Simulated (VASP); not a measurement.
# CdSe in VASP: further runs

The runs below take CdSe through single point, relaxation of cell and atoms, with PBE0, PBE+D4.

All numbers are computed with VASP 6.6.1; they aren't measurements. Logs are shortened: lines on timing, memory, paths and dates and some standing lists are left out, and cuts for length are marked.

## (1) The cell of the first run

It takes space group Fm-3m (No. 225, cubic). Conventional cell: a = 5.748 Å, b = 5.748 Å, c = 5.748 Å, α = 90.00°, β = 90.00°, γ = 90.00°. Within 3.8 Å of Cd (site symmetry m-3m) lie 6 Se at 2.87 Å. Within 3.8 Å of Se (site symmetry m-3m) lie 6 Cd at 2.87 Å.

## (2) Single point, PBE0

The input, POSCAR:

```
CdSe
1.0
    0.0000000000      2.8739580000      2.8739580000
    2.8739580000      0.0000000000      2.8739580000
    2.8739580000      2.8739580000      0.0000000000
Cd Se
1 1
Direct
    0.0000000000      0.0000000000      0.0000000000
    0.5000000000      0.5000000000      0.5000000000
```

The input, INCAR.step1:

```
PREC = Accurate
ENCUT = 520
EDIFF = 1E-5
ISMEAR = -1
SIGMA = 0.05
LREAL = F
LASPH = T
NELM = 80
ALGO = Normal
ISIF = 2
LWAVE = T
NBANDS = 16
GGA = PE
```

The input, INCAR.step2:

```
PREC = Accurate
ENCUT = 520
EDIFF = 1E-6
ISMEAR = -1
SIGMA = 0.05
LREAL = F
LASPH = T
NELM = 80
ALGO = Normal
ISIF = 2
LWAVE = F
LCHARG = T
GGA = PE
LHFCALC = T
AEXX = 0.25
PRECFOCK = Normal
LELF = T
LVHAR = T
NBANDS = 16
ISTART = 1
```

The input, KPOINTS:

```
Automatic mesh
0
Gamma
  4 4 4
```

Potentials or basis: VASP PAW PBE potentials, release 64 (Cd, Se).

Started as:

```sh
cat potpaw_PBE.64/Cd/POTCAR potpaw_PBE.64/Se/POTCAR > POTCAR
cp INCAR.step1 INCAR
mpirun -np 1 vasp_std > vasp.out
cp INCAR.step2 INCAR
mpirun -np 1 vasp_std > vasp.out
```

OUTCAR:

```text
PREC = Accurate
   ENCUT = 520
   EDIFF = 1E-6
   ISMEAR = -1
   LREAL = F
   LASPH = T
   NELM = 80
   ISIF = 2
   GGA = PE
   LHFCALC = T
   AEXX = 0.25
   PRECFOCK = Normal
   ISTART = 1

 ion  position               nearest neighbor table
   1  0.000  0.000  0.000-   2 2.87   2 2.87   2 2.87   2 2.87   2 2.87   2 2.87
   2  0.500  0.500  0.500-   1 2.87   1 2.87   1 2.87   1 2.87   1 2.87   1 2.87

  LATTYP: Found a face centered cubic cell.
 ALAT       =     5.7479160000

  Lattice vectors:

 A1 = (   0.0000000000,   2.8739580000,   2.8739580000)
 A2 = (   2.8739580000,   0.0000000000,   2.8739580000)
 A3 = (   2.8739580000,   2.8739580000,   0.0000000000)

Analysis of symmetry for initial positions (statically):
=====================================================================
 Subroutine PRICEL returns:
 Original cell was already a primitive cell.

 Routine SETGRP: Setting up the symmetry group for a
 face centered cubic supercell.

 Subroutine GETGRP returns: Found 48 space group operations
 (whereof 48 operations were pure point group operations)
 out of a pool of 48 trial point group operations.

The static configuration has the point symmetry O_h .

Analysis of symmetry for dynamics (positions and initial velocities):
=====================================================================
 Subroutine PRICEL returns:
 Original cell was already a primitive cell.

 Routine SETGRP: Setting up the symmetry group for a
 face centered cubic supercell.

 Subroutine GETGRP returns: Found 48 space group operations
 (whereof 48 operations were pure point group operations)
 out of a pool of 48 trial point group operations.

The dynamic configuration has the point symmetry O_h .

 Subroutine INISYM returns: Found 48 space group operations
 (whereof 48 operations are pure point group operations),
 and found     1 'primitive' translations

----------------------------------------------------------------------------------------

                                     Primitive cell

  volume of cell :      47.4757

  direct lattice vectors                    reciprocal lattice vectors
     0.000000000  2.873958000  2.873958000    -0.173976098  0.173976098  0.173976098
     2.873958000  0.000000000  2.873958000     0.173976098 -0.173976098  0.173976098
     2.873958000  2.873958000  0.000000000     0.173976098  0.173976098 -0.173976098

  length of vectors
     4.064390381  4.064390381  4.064390381     0.301335442  0.301335442  0.301335442

  position of ions in fractional coordinates (direct lattice)
     0.000000000  0.000000000  0.000000000
     0.500000000  0.500000000  0.500000000

  ion indices of the primitive-cell ions
   primitive index   ion index
                 1           1
                 2           2

----------------------------------------------------------------------------------------

 KPOINTS: Automatic mesh

Automatic generation of k-mesh.
 Grid dimensions read from file:
 generate k-points for:    4    4    4

 Generating k-lattice:

  Cartesian coordinates                     Fractional coordinates (reciprocal lattice)
    -0.043494025  0.043494025  0.043494025     0.250000000  0.000000000  0.000000000
     0.043494025 -0.043494025  0.043494025     0.000000000  0.250000000  0.000000000
     0.043494025  0.043494025 -0.043494025     0.000000000  0.000000000  0.250000000

  Length of vectors
     0.075333860  0.075333860  0.075333860

  Shift w.r.t. Gamma in fractional coordinates (k-lattice)
     0.000000000  0.000000000  0.000000000

 Subroutine IBZKPT returns following result:
 ===========================================

 Found      8 irreducible k-points:

 Following reciprocal coordinates:
            Coordinates               Weight
  0.000000  0.000000  0.000000      1.000000
  0.250000  0.000000  0.000000      8.000000
  0.500000  0.000000  0.000000      4.000000
  0.250000  0.250000  0.000000      6.000000
  0.500000  0.250000  0.000000     24.000000
 -0.250000  0.250000  0.000000     12.000000
  0.500000  0.500000  0.000000      3.000000
 -0.250000  0.500000  0.250000      6.000000
   k-points           NKPTS =      8   k-points in BZ     NKDIM =     64   number of bands    NBANDS=     16
   number of dos      NEDOS =    301   number of ions     NIONS =      2
   total plane-waves  NPLWV =  27000
   dimension x,y,z NGX =    30 NGY =   30 NGZ =   30
   dimension x,y,z NGXF=    60 NGYF=   60 NGZF=   60
   ions per type =               1   1
   NGX,Y,Z   is equivalent  to a cutoff of  12.27, 12.27, 12.27 a.u.
   NGXF,Y,Z  is equivalent  to a cutoff of  24.54, 24.54, 24.54 a.u.
 SYSTEM =  unknown system
   PREC   = accura    normal or accurate (medium, high low for compatibility)
   ISTART =      1    job   : 0-new  1-cont  2-samecut
   ICHARG =      0    charge: 1-file 2-atom 10-const
   ISPIN  =      1    spin polarized calculation?
   LNONCOLLINEAR =      F non collinear calculations
   LSORBIT =      F    spin-orbit coupling
   LASPH  =      T    aspherical Exc in radial PAW
   ENCUT  =  520.0 eV  38.22 Ry    6.18 a.u.   7.56  7.56  7.56*2*pi/ulx,y,z
   NELM   =     80;   NELMIN=  2; NELMDL=  0     # of ELM steps
   EDIFF  = 0.1E-05   stopping-criterion for ELM
   LREAL  =      F    real-space projection
   EDIFFG = 0.1E-04   stopping-criterion for IOM
   NSW    =      0    number of steps for IOM
   IBRION =     -1    ionic relax: 0-MD 1-quasi-New 2-CG
   NFREE  =      0    steps in history (QN), initial steepest desc. (CG)
   ISIF   =      2    stress and relaxation
   ISYM   =      3    0-nonsym 1-usesym 2-fastsym
   POTIM  = 0.5000    time-step for ionic-motion
   TEBEG  =    0.0;   TEEND  =   0.0 temperature during run
   PSTRESS=    0.0 pullay stress
   NELECT =      18.0000    total number of electrons
   NUPDOWN=      -1.0000    fix difference up-down
   EMIN   =  10.00;   EMAX   =-10.00  energy-range for DOS
   EFERMI =   0.00;   METHOD = LEGACY
   ISMEAR =    -1;   SIGMA  =   0.05  broadening in eV -4-tet -1-fermi 0-gaus
   EFERMI_NEDOS =   21; number of points for ismear=-14 and -15
   IALGO  =     38    algorithm
   IMIX   =      1    mixing-type and parameters
     AMIX     =   0.40;   BMIX     =  1.00
     AMIX_MAG =   1.60;   BMIX_MAG =  1.00
  volume/ion in A,a.u.               =      23.74       160.19
  Fermi-wavevector in a.u.,A,eV,Ry     =   1.184882  2.239103 19.101849  1.403946
  Thomas-Fermi vector in A             =   2.321088
   LORBIT       =      0    0 simple, 1 ext, 2 COOP (PROOUT), +10 PAW based schemes
   GGA     = PE    functional components
   LHFCALC =     T    Hartree Fock is set to
   PRECFOCK=normal    Normal, Fast or Accurate (Low or Medium for compatibility)
   ENCUT4O =  -1.0   cutoff for four orbital integrals eV
   NKREDX  =     1    reduce k-point grid by
   NKREDY  =     1    reduce k-point grid by
   NKREDZ  =     1    reduce k-point grid by
   AEXX    =    0.2500 exact exchange contribution
   HFSCREEN=    0.0000 screening length (either q_TF or 0.3 A-1)
   HFSCREENC=   0.0000 screening length for correlation (either q_TF or 0.3 A-1)
   ENCUTFOCK=  -1.0 apply spherical cutoff to Coloumb kernel
   IVDW    =     0    specifies the selected vdW correction
   LEPSILON=     F    determine dielectric tensor
   LRPA    =     F    only Hartree local field effects (RPA)
 non-spin polarized calculation
  energy-cutoff  :      520.00
  volume of cell :       47.48
 maximum number of plane-waves:      1298
  NGX = 24; NGY = 24; NGZ = 24

 number of electron      18.0000008 magnetization

 Free energy of the ion-electron system (eV)
  ---------------------------------------------------
  ext. energy  EPLUGINS =         0.00000000
  ---------------------------------------------------
  free energy    TOTEN  =        -7.02685308 eV

  energy without entropy =       -7.02684990  energy(sigma->0) =       -7.02685149

 E-fermi :   1.8901     XC(G=0):  -7.8858

 val. band max:        1.3117440200   @ k =   0.5000   0.0000   0.0000
 cond. band min:       2.4144869724   @ k =   0.5000   0.5000   0.0000
 fundamental gap:      1.1027429524
 Fermi energy:         1.8900791020

 k-point     1 :       0.0000    0.0000    0.0000
  band No.  band energies     occupation
      1     -12.7140      2.00000
      2      -7.9996      2.00000
      3      -7.9996      2.00000
      4      -7.9637      2.00000
      5      -7.9637      2.00000
      6      -7.9637      2.00000
[... 8 lines left out ...]
     15      13.2153      0.00000
     16      13.2153      0.00000

 k-point     2 :       0.2500    0.0000    0.0000
  band No.  band energies     occupation
      1     -12.2569      2.00000
      2      -8.1018      2.00000
      3      -8.1018      2.00000
      4      -7.9981      2.00000
      5      -7.9013      2.00000
      6      -7.9013      2.00000
[... 8 lines left out ...]
     15      13.4066      0.00000
     16      13.4066      0.00000

 k-point     3 :       0.5000    0.0000    0.0000
  band No.  band energies     occupation
      1     -11.6807      2.00000
      2      -8.2044      2.00000
      3      -8.2044      2.00000
      4      -8.0782      2.00000
      5      -7.8341      2.00000
      6      -7.8341      2.00000
[... 8 lines left out ...]
     15      16.2515      0.00000
     16      16.2515      0.00000

 k-point     4 :       0.2500    0.2500    0.0000
  band No.  band energies     occupation
      1     -12.2022      2.00000
      2      -8.0445      2.00000
      3      -8.0128      2.00000
      4      -7.9638      2.00000
      5      -7.8874      2.00000
      6      -7.8874      2.00000
[... 8 lines left out ...]
     15      15.8412      0.00000
     16      16.7490      0.00000

 k-point     5 :       0.5000    0.2500    0.0000
  band No.  band energies     occupation
      1     -11.7946      2.00000
      2      -8.0678      2.00000
      3      -8.0208      2.00000
      4      -7.9129      2.00000
      5      -7.8157      2.00000
      6      -7.6987      2.00000
[... 8 lines left out ...]
     15      16.7876      0.00000
     16      17.2100      0.00000

 k-point     6 :      -0.2500    0.2500    0.0000
  band No.  band energies     occupation
      1     -11.8417      2.00000
      2      -8.1670      2.00000
      3      -8.0629      2.00000
      4      -7.9670      2.00000
      5      -7.8674      2.00000
      6      -7.7769      2.00000
[... 8 lines left out ...]
     15      16.0062      0.00000
     16      16.2133      0.00000

 k-point     7 :       0.5000    0.5000    0.0000
  band No.  band energies     occupation
      1     -11.8885      2.00000
      2      -8.0622      2.00000
      3      -7.9278      2.00000
      4      -7.7848      2.00000
      5      -7.7848      2.00000
      6      -7.1951      2.00000
[... 8 lines left out ...]
     15      17.7879      0.00000
     16      18.3404      0.00000

 k-point     8 :      -0.2500    0.5000    0.2500
  band No.  band energies     occupation
      1     -11.7533      2.00000
      2      -8.0894      2.00000
      3      -7.9496      2.00000
      4      -7.9496      2.00000
      5      -7.7847      2.00000
      6      -7.3582      2.00000
[... 8 lines left out ...]
     15      15.4345      0.00000
     16      18.3505      0.00000

------------------------ aborting loop because EDIFF is reached ----------------------------------------

  FORCE on cell =-STRESS in cart. coord.  units (eV):
  Direction    XX          YY          ZZ          XY          YZ          ZX
  --------------------------------------------------------------------------------------
  -------------------------------------------------------------------------------------
  Total       -0.4966316     -0.4966316     -0.4966316      0.0000000      0.0000000      0.0000000
  in kB      -16.7599876    -16.7599876    -16.7599876      0.0000000      0.0000000      0.0000000
  external PRESSURE =     -16.7599876 kB  Pullay stress =       0.0000000 kB

 VOLUME and BASIS-vectors are now :
 -----------------------------------------------------------------------------
  energy-cutoff  :      520.00
  volume of cell :       47.48
      direct lattice vectors                 reciprocal lattice vectors
     0.000000000  2.873958000  2.873958000    -0.173976098  0.173976098  0.173976098
     2.873958000  0.000000000  2.873958000     0.173976098 -0.173976098  0.173976098
     2.873958000  2.873958000  0.000000000     0.173976098  0.173976098 -0.173976098

 POSITION                                       TOTAL-FORCE (eV/Angst)
 -----------------------------------------------------------------------------------
      0.00000      0.00000      0.00000         0.000000     -0.000000      0.000000
      2.87396      2.87396      2.87396         0.000000      0.000000      0.000000
 -----------------------------------------------------------------------------------
    total drift:                                0.000000     -0.000000      0.000000

  FREE ENERGIE OF THE ION-ELECTRON SYSTEM (eV)
  ---------------------------------------------------
  free  energy   TOTEN  =        -7.0268530750 eV

  energy  without entropy=       -7.0268498980  energy(sigma->0) =       -7.02685149
```

It took 7.2 min on 1 thread of Intel Xeon Platinum 8259CL at 2.50GHz (Skylake/Cascade Lake), shared host; peak memory 0.19 GiB.

What came out:

```yaml
Free_energy: -7.0269 eV
Pressure: -1.7 GPa
Band_gap_on_the_k_mesh: 1.10 eV (least direct gap 2.29 eV)
```

Caveat: the k points lie up to 0.47 Å⁻¹ apart; the PAW data sets were made with another functional, which shifts forces and pressure a little. A k mesh can miss the band edges.

[end of part 1 of 3]
